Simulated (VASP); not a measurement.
# S (P6_3/mmc) in VASP: further runs

The runs below take S through single point, relaxation of cell and atoms, with PBE.

Program: VASP 6.6.1. These are calculated values, not measurements. Logs are shortened: lines on timing, memory, paths and dates and some standing lists are left out, and cuts for length are marked.

**1. The cell of the first run**

It takes space group P6_3/mmc (No. 194, hexagonal). The conventional cell has a = 2.981 Å, b = 2.981 Å, c = 3.406 Å, α = 90.00°, β = 90.00°, γ = 120.00°. Within 3.2 Å of S (site symmetry -6m2) lie 12 S at 2.42 to 2.98 Å.

**2. Single point, PBE**

INCAR reads:

```
ALGO = Normal
EDIFF = 1E-7
ENCUT = 520
GGA = PE
ISIF = 2
ISMEAR = -1
LASPH = T
LCHARG = F
LREAL = F
LWAVE = F
NBANDS = 13
NELM = 80
PREC = Accurate
SIGMA = 0.1
```

KPOINTS reads:

```
k-points
0
Gamma
  16 16 9
```

POSCAR reads:

```
S
1.0
    2.9809464200      0.0000000000      0.0000000000
   -1.4904732100      2.5815753271      0.0000000000
    0.0000000000      0.0000000000      3.4055557492
S
2
Direct
    0.3333333333      0.6666666667      0.2500000000
    0.6666666667      0.3333333333      0.7500000000
```

Potentials or basis: VASP PAW PBE potentials, release 64 (S).

On the command line:

```bash
cat potpaw_PBE.64/S/POTCAR > POTCAR
mpirun -np 1 vasp_std > vasp.out
```

OUTCAR:

```text
EDIFF = 1E-7
   ENCUT = 520
   GGA = PE
   ISIF = 2
   ISMEAR = -1
   LASPH = T
   LREAL = F
   NELM = 80
   PREC = Accurate

 ion  position               nearest neighbor table
   1  0.333  0.667  0.250-   2 2.42   2 2.42   2 2.42   2 2.42   2 2.42   2 2.42
   2  0.667  0.333  0.750-   1 2.42   1 2.42   1 2.42   1 2.42   1 2.42   1 2.42

  LATTYP: Found a hexagonal cell.
 ALAT       =     2.9809464200
 C/A-ratio  =     1.1424411141

  Lattice vectors:

 A1 = (   2.9809464200,   0.0000000000,   0.0000000000)
 A2 = (  -1.4904732100,   2.5815753271,   0.0000000000)
 A3 = (   0.0000000000,   0.0000000000,   3.4055557492)

Analysis of symmetry for initial positions (statically):
=====================================================================
 Subroutine PRICEL returns:
 Original cell was already a primitive cell.

 Routine SETGRP: Setting up the symmetry group for a
 hexagonal supercell.

 Subroutine GETGRP returns: Found 24 space group operations
 (whereof 12 operations were pure point group operations)
 out of a pool of 24 trial point group operations.

The static configuration has the point symmetry D_3d.
 The point group associated with its full space group is D_6h.

Analysis of symmetry for dynamics (positions and initial velocities):
=====================================================================
 Subroutine PRICEL returns:
 Original cell was already a primitive cell.

 Routine SETGRP: Setting up the symmetry group for a
 hexagonal supercell.

 Subroutine GETGRP returns: Found 24 space group operations
 (whereof 12 operations were pure point group operations)
 out of a pool of 24 trial point group operations.

The dynamic configuration has the point symmetry D_3d.
 The point group associated with its full space group is D_6h.

 Subroutine INISYM returns: Found 24 space group operations
 (whereof 12 operations are pure point group operations),
 and found     1 'primitive' translations

----------------------------------------------------------------------------------------

                                     Primitive cell

  volume of cell :      26.2076

  direct lattice vectors                    reciprocal lattice vectors
     2.980946420  0.000000000  0.000000000     0.335463930  0.193680190  0.000000000
    -1.490473210  2.581575327  0.000000000     0.000000000  0.387360380  0.000000000
     0.000000000  0.000000000  3.405555749     0.000000000  0.000000000  0.293637830

[... 91 lines left out ...]
   POTIM  = 0.5000    time-step for ionic-motion
   TEBEG  =    0.0;   TEEND  =   0.0 temperature during run
   PSTRESS=    0.0 pullay stress
   NELECT =      12.0000    total number of electrons
   NUPDOWN=      -1.0000    fix difference up-down
   EMIN   =  10.00;   EMAX   =-10.00  energy-range for DOS
   EFERMI =   0.00;   METHOD = LEGACY
   ISMEAR =    -1;   SIGMA  =   0.10  broadening in eV -4-tet -1-fermi 0-gaus
   EFERMI_NEDOS =   21; number of points for ismear=-14 and -15
   IALGO  =     38    algorithm
   IMIX   =      4    mixing-type and parameters
     AMIX     =   0.40;   BMIX     =  1.00
     AMIX_MAG =   1.60;   BMIX_MAG =  1.00
  volume/ion in A,a.u.               =      13.10        88.43
  Fermi-wavevector in a.u.,A,eV,Ry     =   1.261807  2.384469 21.662609  1.592157
  Thomas-Fermi vector in A             =   2.395247
   LORBIT       =      0    0 simple, 1 ext, 2 COOP (PROOUT), +10 PAW based schemes
   GGA     = PE    functional components
   LHFCALC =     F    Hartree Fock is set to
   AEXX    =    0.0000 exact exchange contribution
   IVDW    =     0    specifies the selected vdW correction
   LEPSILON=     F    determine dielectric tensor
   LRPA    =     F    only Hartree local field effects (RPA)
 non-spin polarized calculation
  energy-cutoff  :      520.00
  volume of cell :       26.21
 maximum number of plane-waves:       726
 NGX is ok and might be reduce to    24
   NGX = 11   NGY = 11   NGZ = 13

 number of electron      11.9999999 magnetization

 Free energy of the ion-electron system (eV)
  ---------------------------------------------------
  ext. energy  EPLUGINS =         0.00000000
  ---------------------------------------------------
  free energy    TOTEN  =        -5.98291745 eV

  energy without entropy =       -5.95231277  energy(sigma->0) =       -5.96761511

 E-fermi :  10.9306     XC(G=0): -11.9779

 val. band max:       10.9119453317   @ k =   0.0000   0.0000   0.4444
 cond. band min:      10.9358363961   @ k =   0.0625   0.0000   0.4444
 fundamental gap:      0.0238910644
 Fermi energy:        10.9306440979

 k-point     1 :       0.0000    0.0000    0.0000
  band No.  band energies     occupation
      1      -8.6878      2.00000
      2       1.8467      2.00000
      3       2.9960      2.00000
      4       8.5619      2.00000
      5       8.5619      2.00000
      6      12.3241      0.00000
      7      12.3241      0.00000
      8      14.6801      0.00000
      9      16.4653      0.00000
     10      21.1493      0.00000
     11      21.8106      0.00000
     12      21.8106      0.00000
     13      22.6907      0.00000
[... 354 lines left out ...]
  band No.  band energies     occupation
      1      -6.0667      2.00000
      2      -0.9056      2.00000
      3       3.8857      2.00000
      4       5.4146      2.00000
      5       6.7626      2.00000
      6      10.5433      1.95929
      7      10.9646      0.83180
      8      12.8440      0.00000
      9      16.9900      0.00000
     10      17.7692      0.00000
     11      19.0078      0.00000
     12      25.8346      0.00000
     13      26.4893      0.00000

 [... further k-points ...]

------------------------ aborting loop because EDIFF is reached ----------------------------------------

  FORCE on cell =-STRESS in cart. coord.  units (eV):
  Direction    XX          YY          ZZ          XY          YZ          ZX
  --------------------------------------------------------------------------------------
  -------------------------------------------------------------------------------------
  Total        4.8466386      4.8466386      4.8400600      0.0000000      0.0000000      0.0000000
  in kB      296.2949522    296.2949522    295.8927735      0.0000000      0.0000000      0.0000000
  external PRESSURE =     296.1608927 kB  Pullay stress =       0.0000000 kB

 VOLUME and BASIS-vectors are now :
 -----------------------------------------------------------------------------
  energy-cutoff  :      520.00
  volume of cell :       26.21
      direct lattice vectors                 reciprocal lattice vectors
     2.980946420  0.000000000  0.000000000     0.335463930  0.193680190  0.000000000
    -1.490473210  2.581575327  0.000000000     0.000000000  0.387360380  0.000000000
     0.000000000  0.000000000  3.405555749     0.000000000  0.000000000  0.293637830

 POSITION                                       TOTAL-FORCE (eV/Angst)
 -----------------------------------------------------------------------------------
     -0.00000      1.72105      0.85139         0.000000      0.000000      0.000000
      1.49047      0.86053      2.55417        -0.000000     -0.000000      0.000000
 -----------------------------------------------------------------------------------
    total drift:                               -0.000000      0.000000      0.000000

  FREE ENERGIE OF THE ION-ELECTRON SYSTEM (eV)
  ---------------------------------------------------
  free  energy   TOTEN  =        -5.9829174476 eV

  energy  without entropy=       -5.9523127695  energy(sigma->0) =       -5.96761511
```

stdout:

```text
POSCAR found type information on POSCAR S
 POSCAR found :  1 types and       2 ions
 scaLAPACK will be used
 LDA part: xc-table for (Slater+PW92), standard interpolation
 POSCAR, INCAR and KPOINTS ok, starting setup
 FFT: planning ... GRIDC
 FFT: planning ... GRID_SOFT
 FFT: planning ... GRID
 WAVECAR not read
 entering main loop
```

It took 34 s on 1 thread of AMD EPYC 7R13 (Zen 3), shared host; peak memory 0.13 GiB.

What came out:

```yaml
Free_energy: -5.9829 eV
Pressure: 29.6 GPa
Band_gap_on_the_k_mesh: zero (band 6 reaches 12.32 eV, above the bottom of band 7 at 9.36 eV)
```

Levels at points of the mesh, in eV from the Fermi level:
```csv
k point,band 3,band 4,band 5,band 6,band 7,band 8,band 9,band 10
"(0.00, 0.00, 0.00)",-7.93,-2.37,-2.37,1.39,1.39,3.75,5.53,10.22
"(0.50, 0.00, 0.00)",-4.95,-4.95,-4.67,-1.84,-1.57,2.45,3.25,8.94
```

**3. Single point, PBE**

INCAR reads:

```
PREC = Accurate
ENCUT = 520
EDIFF = 1E-6
ISMEAR = -1
SIGMA = 0.1
LREAL = False
LASPH = True
NELM = 80
ALGO = Normal
ISIF = 2
LWAVE = False
LCHARG = False
GGA = PE
NBANDS = 13
```

KPOINTS reads:

```
regular mesh
0
Gamma
  16 16 9
```

POSCAR reads:

```
S
1.0
    2.9817763156      0.0000000000      0.0000000000
   -1.4908881578      2.5822940377      0.0000000000
    0.0000000000      0.0000000000      3.4054631331
S
2
Direct
    0.3333333333      0.6666666667      0.2500000000
    0.6666666667      0.3333333333      0.7500000000
```

Potentials or basis: VASP PAW PBE potentials, release 64 (S).

On the command line:

```bash
cat potpaw_PBE.64/S/POTCAR > POTCAR
mpirun -np 1 vasp_std > vasp.out
```

Run time: 34 s. Hardware: 1 thread of AMD EPYC 7R13 (Zen 3), shared host; peak memory 0.13 GiB.

The run converged. Its results:

```
Free energy            : -5.9855 eV
Pressure               : 29.5 GPa
Band gap on the k mesh : zero (band 6 reaches 12.31 eV, above the bottom of band 7 at 9.35 eV)
```

Levels at points of the mesh, in eV from the Fermi level:
```
           k point  band 3  band 4  band 5  band 6  band 7  band 8  band 9  band 10
(0.00, 0.00, 0.00)   -7.93   -2.37   -2.37    1.39    1.39    3.75    5.53    10.21
(0.50, 0.00, 0.00)   -4.95   -4.95   -4.67   -1.84   -1.57    2.45    3.24     8.94
```

**4. Relaxation of cell and atoms, PBE, target pressure 30 GPa, at which the enthalpy is minimised**

This run uses another cell than the first one, of 12.53 Å³/atom, 0.956 times its volume.

INCAR reads:

```
SYSTEM = S
PREC = Accurate
ENCUT = 600
EDIFF = 1E-7
ISMEAR = -1
SIGMA = 0.1
LREAL = .False.
LASPH = .True.
NELM = 60
ALGO = Normal
ISIF = 3
LWAVE = .False.
LCHARG = .False.
GGA = PE
IBRION = 2
NSW = 60
EDIFFG = -0.005
PSTRESS = 300.0
```

KPOINTS reads:

```
regular mesh
0
Gamma
  16 16 9
  0 0 0
```

POSCAR reads:

```
S
1.0
    2.6141143890      0.0000000000      0.0000000000
   -1.3070571945      2.2638894692      0.0000000000
    0.0000000000      0.0000000000      4.2348653101
S
2
Direct
    0.3333333333      0.6666666667      0.2500000000
    0.6666666667      0.3333333333      0.7500000000
```

Potentials or basis: VASP PAW PBE potentials, release 64 (S).

On the command line:

```bash
cat potpaw_PBE.64/S/POTCAR > POTCAR
mpirun -np 1 vasp_std > vasp.out
```

OUTCAR:

```text
SYSTEM = S
   PREC = Accurate
   ENCUT = 600
   EDIFF = 1E-7
   ISMEAR = -1
   LREAL = .False.
   LASPH = .True.
   NELM = 60
   ISIF = 3
   GGA = PE
   IBRION = 2
   NSW = 60
   EDIFFG = -0.005
   PSTRESS = 300.0

 ion  position               nearest neighbor table
   1  0.333  0.667  0.250-   2 2.60   2 2.60   2 2.60   2 2.60   2 2.60   2 2.60
   2  0.667  0.333  0.750-   1 2.60   1 2.60   1 2.60   1 2.60   1 2.60   1 2.60

  LATTYP: Found a hexagonal cell.
 ALAT       =     2.6141143890
 C/A-ratio  =     1.6200000000

  Lattice vectors:

 A1 = (   2.6141143890,   0.0000000000,   0.0000000000)
 A2 = (  -1.3070571945,   2.2638894692,   0.0000000000)
 A3 = (   0.0000000000,   0.0000000000,   4.2348653101)

Analysis of symmetry for initial positions (statically):
[... 382 lines left out ...]
 fundamental gap:      0.0198114100
 Fermi energy:        10.9725240069

 k-point     1 :       0.0000    0.0000    0.0000
  band No.  band energies     occupation
      1      -8.6752      2.00000
      2       1.8827      2.00000
      3       3.0097      2.00000
      4       8.6116      2.00000
      5       8.6116      2.00000
      6      12.3758      0.00000
      7      12.3758      0.00000
      8      14.7265      0.00000
      9      16.5301      0.00000
     10      21.2049      0.00000
[... 287 lines left out ...]
 k-point    24 :       0.2500    0.1875    0.0000
  band No.  band energies     occupation
      1      -6.0452      2.00000
      2      -0.8658      2.00000
      3       3.9147      2.00000
      4       5.4360      2.00000
      5       6.7890      2.00000
      6      10.5809      1.96093
      7      11.0090      0.81939
      8      12.8875      0.00000
      9      17.0324      0.00000
     10      19.0580      0.00000

 [... further k-points ...]

------------------------ aborting loop because EDIFF is reached ----------------------------------------

  FORCE on cell =-STRESS in cart. coord.  units (eV):
  Direction    XX          YY          ZZ          XY          YZ          ZX
  --------------------------------------------------------------------------------------
  -------------------------------------------------------------------------------------
  Total        4.9017912      4.9017912      4.9037696      0.0000000      0.0000000      0.0000000
  in kB      300.4131340    300.4131340    300.5343806      0.0000000      0.0000000      0.0000000
  external PRESSURE =       0.4535495 kB  Pullay stress =     300.0000000 kB
[... 21 lines left out ...]
  energy  without entropy=       -5.9388834321  energy(sigma->0) =       -5.95418633

  enthalpy is  TOTEN    =        -1.0744390104 eV   P V=        4.8950502075

 reached required accuracy - stopping structural energy minimisation
```

CONTCAR:

```text
S
   1.00000000000000
     2.9774857363383269    0.0000000000000001   -0.0000000000000000
    -1.4887428681691635    2.5785782867876978   -0.0000000000000000
     0.0000000000000000   -0.0000000000000002    3.4049949121847956
  S
     2
Direct
     0.3333333332999970    0.6666666667000030    0.2500000000000000
     0.6666666667000030    0.3333333332999970    0.7500000000000000

  0.00000000E+00  0.00000000E+00  0.00000000E+00
  0.00000000E+00  0.00000000E+00  0.00000000E+00
```

Run time: 13 min. Hardware: 1 thread of AMD EPYC 7R13, shared host; peak memory 0.15 GiB.

What came out:

```yaml
Free_energy: -5.9695 eV
Relaxed_volume: 13.07 Å³/atom
Relaxed_cell: a = 2.977 Å, b = 2.977 Å, c = 3.405 Å, α = 90.00°, β = 90.00°, γ = 120.00°
Space_group_after_relaxing_to_0.05_Å: P6_3/mmc (No. 194)
Energy_change_on_relaxing_the_enthalpy_is_what_falls: -393.6 meV/atom
Ionic_steps: 12
Pressure_after_relaxing: 30.0 GPa
Band_gap_on_the_k_mesh: zero (band 6 reaches 12.38 eV, above the bottom of band 7 at 9.39 eV)
```

Step by step:
```tsv
step	energy change (eV)	largest force (eV/Å)	pressure (GPa)	volume (Å³)
1	0.0000	0.0000	30.42	25.06
2	-0.1202	0.0000	29.77	25.16
3	-0.4950	0.0000	32.81	25.10
4	0.6582	0.0000	64.73	23.27
5	-0.4398	0.0000	43.21	24.68
6	-0.5138	0.0000	38.90	24.87
7	-0.7806	0.0000	30.94	26.12
8	-0.7626	0.0000	31.50	26.03
9	-0.7761	0.0000	30.61	26.09
10	-0.7815	0.0000	30.21	26.11
11	-0.7811	0.0000	30.23	26.11
12	-0.7871	0.0000	30.05	26.14
```

Final structure:
```
CELL_PARAMETERS angstrom
2.97749 0.00000 0.00000
-1.48874 2.57858 0.00000
0.00000 0.00000 3.40499
ATOMIC_POSITIONS crystal
S 0.33333 0.66667 0.25000
S 0.66667 0.33333 0.75000
```

Caveat: the cell is relaxed towards a set pressure, so the enthalpy falls and the energy may rise.

**5. Relaxation of cell and atoms, PBE, target pressure 30 GPa, at which the enthalpy is minimised**

INCAR reads:

```
PREC     = Accurate       # precision mode
ENCUT    = 600            # plane-wave cutoff, eV
EDIFF    = 1E-7           # SCF threshold, eV
ISMEAR   = -1             # smearing method
SIGMA    = 0.1            # smearing width, eV
LREAL    = F              # projectors in reciprocal space
LASPH    = T              # aspherical terms in the spheres
NELM     = 60             # most SCF steps
ALGO     = Normal         # electronic algorithm
ISIF     = 3              # what is computed and relaxed
LWAVE    = F              # write WAVECAR
LCHARG   = F              # write CHGCAR
GGA      = PE             # functional
IBRION   = 2              # ionic algorithm
NSW      = 32             # ionic steps
EDIFFG   = -0.005         # ionic threshold
PSTRESS  = 300.0
```

KPOINTS reads:

```
regular mesh
0
Gamma
  16 16 9
```

POSCAR reads:

```
S
1.0
    2.9809464200      0.0000000000      0.0000000000
   -1.4904732100      2.5815753271      0.0000000000
    0.0000000000      0.0000000000      3.4055557492
S
2
Direct
    0.3333333333      0.6666666667      0.2500000000
    0.6666666667      0.3333333333      0.7500000000
```

On the command line:

```bash
cat potpaw_PBE.64/S/POTCAR > POTCAR
mpirun -np 1 vasp_std > vasp.out
```

Wall time 1.9 min (1 thread of AMD EPYC 7R13, shared host); peak memory 0.14 GiB.

Results (log left out):

| Property | Result |
| --- | --- |
| Free energy | -5.9747 eV |
| Relaxed volume | 13.08 Å³/atom |
| Relaxed cell | a = 2.979 Å, b = 2.979 Å, c = 3.403 Å, α = 90.00°, β = 90.00°, γ = 120.00° |
| Space group after relaxing (to 0.05 Å) | P6_3/mmc (No. 194) |
| Energy change on relaxing (the enthalpy is what falls) | +4.3 meV/atom |
| Ionic steps | 3 |
| Pressure after relaxing | 30.0 GPa |
| Band gap on the k mesh | zero (band 6 reaches 12.36 eV, above the bottom of band 7 at 9.39 eV) |

Stress tensor (GPa, compression positive):
```
29.97  0.00  0.00
 0.00 29.97  0.00
 0.00  0.00 30.06
```

Step by step:
| step | energy change (eV) | largest force (eV/Å) | pressure (GPa) | volume (Å³) |
| --- | --- | --- | --- | --- |
| 1 | 0.0000 | 0.0000 | 29.67 | 26.21 |
| 2 | 0.0192 | 0.0000 | 30.40 | 26.11 |
| 3 | 0.0086 | 0.0000 | 30.00 | 26.16 |

Final structure:
```
S
1.0
     2.97927    0.00000    0.00000
    -1.48963    2.58012    0.00000
     0.00000    0.00000    3.40336
S
2
Direct
  0.33333 0.66667 0.25000
  0.66667 0.33333 0.75000
```

Levels at points of the mesh, in eV from the Fermi level:
| k point | band 3 | band 4 | band 5 | band 6 | band 7 | band 8 | band 9 | band 10 |
| --- | --- | --- | --- | --- | --- | --- | --- | --- |
| (0.00, 0.00, 0.00) | -7.95 | -2.37 | -2.37 | 1.39 | 1.39 | 3.74 | 5.55 | 10.22 |
| (0.50, 0.00, 0.00) | -4.96 | -4.95 | -4.68 | -1.85 | -1.57 | 2.44 | 3.25 | 8.94 |

Caveat: the cell is relaxed towards a set pressure, so the enthalpy falls and the energy may rise.

**6. Summary**

```csv
task,cell,cutoff (eV),gap on the mesh (eV),pressure (GPa)
single point,"a = 2.981, b = 2.981, c = 3.406 Å, angles 90.0, 90.0, 120.0°, 2 atoms",520,none,29.6
single point,"a = 2.982, b = 2.982, c = 3.405 Å, angles 90.0, 90.0, 120.0°, 2 atoms",520,none,29.5
relaxation of cell and atoms,"relaxed to 30 GPa from a = 2.614, b = 2.614, c = 4.235 Å, angles 90.0, 90.0, 120.0°, 2 atoms",600,none,30.0
relaxation of cell and atoms,"relaxed to 30 GPa from a = 2.981, b = 2.981, c = 3.406 Å, angles 90.0, 90.0, 120.0°, 2 atoms",600,none,30.0
```

Alike in all rows: level PBE; potentials or basis VASP PAW PBE potentials, release 64 (S); no spin polarisation; k mesh 16 × 16 × 9; smearing fermi-dirac 0.1 eV.

Caveats: the cell is relaxed towards a set pressure, so the enthalpy falls and the energy may rise (some runs).

Absolute energies hang on the potentials; compare differences alone.
